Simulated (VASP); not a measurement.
# Hf (Im-3m) in VASP: notebook

Hf is run at these levels: PBE; tasks: single point.

Everything below comes from runs of VASP 6.6.1. Logs are shortened: lines on timing, memory, paths and dates and some standing lists are left out, and cuts for length are marked.

## Step 1: The cell of the first run

It takes space group Im-3m (No. 229, cubic). Conventional cell: a = 3.293 Å, b = 3.293 Å, c = 3.293 Å, α = 90.00°, β = 90.00°, γ = 90.00°. Within 3.8 Å of Hf (site symmetry m-3m) lie 14 Hf at 2.85 to 3.29 Å.

## Step 2: Single point, PBE (volume scaled by 0.800)

File INCAR:

```
SYSTEM = Hf
  PREC = Accurate
  ENCUT = 520
  EDIFF = 1E-6
  ISMEAR = 0
  SIGMA = 0.05
  LREAL = .FALSE.
  LASPH = .TRUE.
  NELM = 100
  ALGO = Normal
  ISIF = 2
  LWAVE = .FALSE.
  LCHARG = .FALSE.
  GGA = PE
  NBANDS = 11
```

File KPOINTS:

```
Automatic mesh
0
G
  18 18 18
  0 0 0
```

File POSCAR:

```
Hf
1.0
   -1.6463129468      1.6463129468      1.6463129468
    1.6463129468     -1.6463129468      1.6463129468
    1.6463129468      1.6463129468     -1.6463129468
Hf
1
Direct
    0.0000000000      0.0000000000      0.0000000000
```

Potentials or basis: VASP PAW PBE potentials, release 64 (Hf_pv).

Command:

```
$ cat potpaw_PBE.64/Hf_pv/POTCAR > POTCAR
$ mpirun -np 1 vasp_std > vasp.out
```

OUTCAR:

```text
SYSTEM = Hf
   PREC = Accurate
   ENCUT = 520
   EDIFF = 1E-6
   ISMEAR = 0
   LREAL = .FALSE.
   LASPH = .TRUE.
   NELM = 100
   ISIF = 2
   GGA = PE

 ion  position               nearest neighbor table
   1  0.000  0.000  0.000-

  LATTYP: Found a body centered cubic cell.
 ALAT       =     3.2926258936

  Lattice vectors:

 A1 = (  -1.6463129468,   1.6463129468,   1.6463129468)
 A2 = (   1.6463129468,  -1.6463129468,   1.6463129468)
 A3 = (   1.6463129468,   1.6463129468,  -1.6463129468)

Analysis of symmetry for initial positions (statically):
=====================================================================
 Subroutine PRICEL returns:
 Original cell was already a primitive cell.

 Routine SETGRP: Setting up the symmetry group for a
 body centered cubic supercell.

 Subroutine GETGRP returns: Found 48 space group operations
 (whereof 48 operations were pure point group operations)
 out of a pool of 48 trial point group operations.

The static configuration has the point symmetry O_h .

Analysis of symmetry for dynamics (positions and initial velocities):
=====================================================================
 Subroutine PRICEL returns:
 Original cell was already a primitive cell.

 Routine SETGRP: Setting up the symmetry group for a
 body centered cubic supercell.

 Subroutine GETGRP returns: Found 48 space group operations
 (whereof 48 operations were pure point group operations)
 out of a pool of 48 trial point group operations.

The dynamic configuration has the point symmetry O_h .

 Subroutine INISYM returns: Found 48 space group operations
 (whereof 48 operations are pure point group operations),
 and found     1 'primitive' translations

----------------------------------------------------------------------------------------

                                     Primitive cell

  volume of cell :      17.8483

  direct lattice vectors                    reciprocal lattice vectors
    -1.646312947  1.646312947  1.646312947     0.000000000  0.303708964  0.303708964
     1.646312947 -1.646312947  1.646312947     0.303708964  0.000000000  0.303708964
     1.646312947  1.646312947 -1.646312947     0.303708964  0.303708964  0.000000000

  length of vectors
     2.851497669  2.851497669  2.851497669     0.429509336  0.429509336  0.429509336

  position of ions in fractional coordinates (direct lattice)
     0.000000000  0.000000000  0.000000000

  ion indices of the primitive-cell ions
   primitive index   ion index
                 1           1

----------------------------------------------------------------------------------------

 KPOINTS: Automatic mesh

Automatic generation of k-mesh.
 Grid dimensions read from file:
 generate k-points for:   18   18   18

 Generating k-lattice:

  Cartesian coordinates                     Fractional coordinates (reciprocal lattice)
     0.000000000  0.016872720  0.016872720     0.055555556  0.000000000  0.000000000
     0.016872720  0.000000000  0.016872720     0.000000000  0.055555556  0.000000000
     0.016872720  0.016872720  0.000000000     0.000000000  0.000000000  0.055555556

  Length of vectors
     0.023861630  0.023861630  0.023861630

  Shift w.r.t. Gamma in fractional coordinates (k-lattice)
     0.000000000  0.000000000  0.000000000

 Subroutine IBZKPT returns following result:
 ===========================================

 Found    195 irreducible k-points:

 Following reciprocal coordinates:
            Coordinates               Weight
  0.000000  0.000000  0.000000      1.000000
  0.055556  0.000000  0.000000     12.000000
  0.111111  0.000000  0.000000     12.000000
  0.166667  0.000000  0.000000     12.000000
  0.222222  0.000000  0.000000     12.000000
  0.277778  0.000000  0.000000     12.000000
[... 16 lines left out ...]
  0.333333  0.111111  0.000000     48.000000
  0.388889  0.111111  0.000000     48.000000
 [... further k-points ...]
   k-points           NKPTS =    195   k-points in BZ     NKDIM =    195   number of bands    NBANDS=     11
   number of dos      NEDOS =    301   number of ions     NIONS =      1
   total plane-waves  NPLWV =  13824
   dimension x,y,z NGX =    24 NGY =   24 NGZ =   24
   dimension x,y,z NGXF=    48 NGYF=   48 NGZF=   48
   ions per type =               1
   NGX,Y,Z   is equivalent  to a cutoff of  13.99, 13.99, 13.99 a.u.
   NGXF,Y,Z  is equivalent  to a cutoff of  27.98, 27.98, 27.98 a.u.
 SYSTEM =  Hf
   PREC   = accura    normal or accurate (medium, high low for compatibility)
   ISTART =      0    job   : 0-new  1-cont  2-samecut
   ICHARG =      2    charge: 1-file 2-atom 10-const
   ISPIN  =      1    spin polarized calculation?
   LNONCOLLINEAR =      F non collinear calculations
   LSORBIT =      F    spin-orbit coupling
   LASPH  =      T    aspherical Exc in radial PAW
   ENCUT  =  520.0 eV  38.22 Ry    6.18 a.u.   5.30  5.30  5.30*2*pi/ulx,y,z
   NELM   =    100;   NELMIN=  2; NELMDL= -5     # of ELM steps
   EDIFF  = 0.1E-05   stopping-criterion for ELM
   LREAL  =      F    real-space projection
   EDIFFG = 0.1E-04   stopping-criterion for IOM
   NSW    =      0    number of steps for IOM
   IBRION =     -1    ionic relax: 0-MD 1-quasi-New 2-CG
   NFREE  =      0    steps in history (QN), initial steepest desc. (CG)
   ISIF   =      2    stress and relaxation
   ISYM   =      2    0-nonsym 1-usesym 2-fastsym
   POTIM  = 0.5000    time-step for ionic-motion
   TEBEG  =    0.0;   TEEND  =   0.0 temperature during run
   PSTRESS=    0.0 pullay stress
   NELECT =      10.0000    total number of electrons
   NUPDOWN=      -1.0000    fix difference up-down
   EMIN   =  10.00;   EMAX   =-10.00  energy-range for DOS
   EFERMI =   0.00;   METHOD = LEGACY
   ISMEAR =     0;   SIGMA  =   0.05  broadening in eV -4-tet -1-fermi 0-gaus
   EFERMI_NEDOS =   21; number of points for ismear=-14 and -15
   IALGO  =     38    algorithm
   IMIX   =      4    mixing-type and parameters
     AMIX     =   0.40;   BMIX     =  1.00
     AMIX_MAG =   1.60;   BMIX_MAG =  1.00
  volume/ion in A,a.u.               =      17.85       120.45
  Fermi-wavevector in a.u.,A,eV,Ry     =   1.349613  2.550398 24.782387  1.821454
  Thomas-Fermi vector in A             =   2.477185
   LORBIT       =      0    0 simple, 1 ext, 2 COOP (PROOUT), +10 PAW based schemes
   GGA     = PE    functional components
   LHFCALC =     F    Hartree Fock is set to
   AEXX    =    0.0000 exact exchange contribution
   IVDW    =     0    specifies the selected vdW correction
   LEPSILON=     F    determine dielectric tensor
   LRPA    =     F    only Hartree local field effects (RPA)
 non-spin polarized calculation
 Gauss-broadening in eV      SIGMA  =   0.05
  energy-cutoff  :      520.00
  volume of cell :       17.85
 maximum number of plane-waves:       492
 NGX is ok and might be reduce to    24
   NGX = 11   NGY = 11   NGZ = 11

 number of electron      10.0000001 magnetization

 Free energy of the ion-electron system (eV)
  ---------------------------------------------------
  ext. energy  EPLUGINS =         0.00000000
  ---------------------------------------------------
  free energy    TOTEN  =        -9.37884347 eV

  energy without entropy =       -9.37735354  energy(sigma->0) =       -9.37809850

 E-fermi :   6.2100     XC(G=0): -12.3531

 val. band max:        6.1992435863   @ k =   0.3333   0.2778   0.0000
 cond. band min:       6.2163880800   @ k =  -0.3333  -0.4444   0.0556
 fundamental gap:      0.0171444937
 Fermi energy:         6.2100266557

 k-point     1 :       0.0000    0.0000    0.0000
  band No.  band energies     occupation
      1     -22.7252      2.00000
      2     -22.7252      2.00000
      3     -22.7252      2.00000
      4      -1.4743      2.00000
      5       7.8850      0.00000
      6       7.8850      0.00000
      7       7.8850      0.00000
      8      11.3634      0.00000
      9      11.3634      0.00000
     10      20.2757      0.00000
     11      20.6314      0.00000

 k-point     2 :       0.0556    0.0000    0.0000
  band No.  band energies     occupation
      1     -22.7828      2.00000
      2     -22.7418      2.00000
      3     -22.7258      2.00000
      4      -1.3213      2.00000
      5       7.7730      0.00000
      6       7.8454      0.00000
      7       8.0350      0.00000
      8      11.1623      0.00000
      9      11.3565      0.00000
     10      20.2756      0.00000
     11      20.7896      0.00000

 k-point     3 :       0.1111    0.0000    0.0000
  band No.  band energies     occupation
      1     -22.9455      2.00000
      2     -22.7894      2.00000
      3     -22.7274      2.00000
      4      -0.8815      2.00000
      5       7.4686      0.00000
      6       7.6820      0.00000
      7       8.4810      0.00000
      8      10.7757      0.00000
      9      11.3492      0.00000
     10      20.2750      0.00000
     11      21.2079      0.00000

 k-point     4 :       0.1667    0.0000    0.0000
  band No.  band energies     occupation
      1     -23.1871      2.00000
      2     -22.8613      2.00000
      3     -22.7299      2.00000
      4      -0.2133      2.00000
      5       7.0456      0.00000
      6       7.3351      0.00000
      7       9.2097      0.00000
      8      10.5640      0.00000
      9      11.3735      0.00000
     10      20.2742      0.00000
     11      21.6719      0.00000
[... 239 lines left out ...]
 k-point    22 :       0.2778    0.1111   -0.0000
  band No.  band energies     occupation
      1     -24.0196      2.00000
      2     -23.1630      2.00000
      3     -22.8102      2.00000
      4       2.2595      2.00000
      5       5.7405      2.00000
      6       6.4438      0.00000
      7      10.7600      0.00000
      8      12.3492      0.00000
      9      13.3567      0.00000
     10      20.1138      0.00000
     11      20.3220      0.00000

 k-point    23 :       0.3333    0.1111    0.0000
  band No.  band energies     occupation
      1     -24.1945      2.00000
      2     -23.2467      2.00000
      3     -22.8149      2.00000
      4       2.4856      2.00000
      5       5.5102      2.00000
      6       6.9233      0.00000
      7      11.0747      0.00000
      8      12.5066      0.00000
      9      14.7406      0.00000
     10      19.3757      0.00000
     11      20.2353      0.00000

 k-point    24 :       0.3889    0.1111    0.0000
  band No.  band energies     occupation
      1     -24.3062      2.00000
      2     -23.3012      2.00000
      3     -22.8178      2.00000
      4       2.5166      2.00000
      5       5.3666      2.00000
      6       7.5317      0.00000
      7      11.1550      0.00000
      8      12.7263      0.00000
      9      15.9294      0.00000
     10      18.8965      0.00000
     11      19.6393      0.00000

 [... further k-points ...]
[... 5 lines left out ...]
  --------------------------------------------------------------------------------------
  -------------------------------------------------------------------------------------
  Total        3.4323828      3.4323828      3.4323828     -0.0000000      0.0000000     -0.0000000
  in kB      308.1123661    308.1123661    308.1123661     -0.0000000      0.0000000     -0.0000000
  external PRESSURE =     308.1123661 kB  Pullay stress =       0.0000000 kB

 VOLUME and BASIS-vectors are now :
 -----------------------------------------------------------------------------
  energy-cutoff  :      520.00
  volume of cell :       17.85
      direct lattice vectors                 reciprocal lattice vectors
    -1.646312947  1.646312947  1.646312947     0.000000000  0.303708964  0.303708964
     1.646312947 -1.646312947  1.646312947     0.303708964  0.000000000  0.303708964
     1.646312947  1.646312947 -1.646312947     0.303708964  0.303708964  0.000000000

 POSITION                                       TOTAL-FORCE (eV/Angst)
 -----------------------------------------------------------------------------------
      0.00000      0.00000      0.00000         0.000000      0.000000      0.000000
 -----------------------------------------------------------------------------------
    total drift:                               -0.000000     -0.000000      0.000000

  FREE ENERGIE OF THE ION-ELECTRON SYSTEM (eV)
  ---------------------------------------------------
  free  energy   TOTEN  =        -9.3788434669 eV

  energy  without entropy=       -9.3773535382  energy(sigma->0) =       -9.37809850
```

It took 16 s on 1 thread of AMD EPYC 9R45 (Zen 5), shared host; peak memory 0.14 GiB.

Results:

```yaml
Free_energy: -9.3788 eV
Pressure: 30.8 GPa
Band_gap_on_the_k_mesh: zero (band 5 reaches 7.88 eV, above the bottom of band 6 at 5.30 eV)
```

Levels at points of the mesh, in eV from the Fermi level:
```tsv
k point	band 2	band 3	band 4	band 5	band 6	band 7	band 8	band 9
(0.00, 0.00, 0.00)	-28.94	-28.94	-7.68	1.67	1.67	1.67	5.15	5.15
(0.50, 0.00, 0.00)	-29.46	-28.95	-4.14	-0.97	2.24	5.16	6.41	9.83
(0.50, 0.50, 0.50)	-30.08	-30.08	-3.70	-3.70	8.65	8.65	8.65	9.34
```

Caveat: spin-orbit coupling is left out, which moves the levels of the heavy elements.

(Part 1 of 2 ends here.)
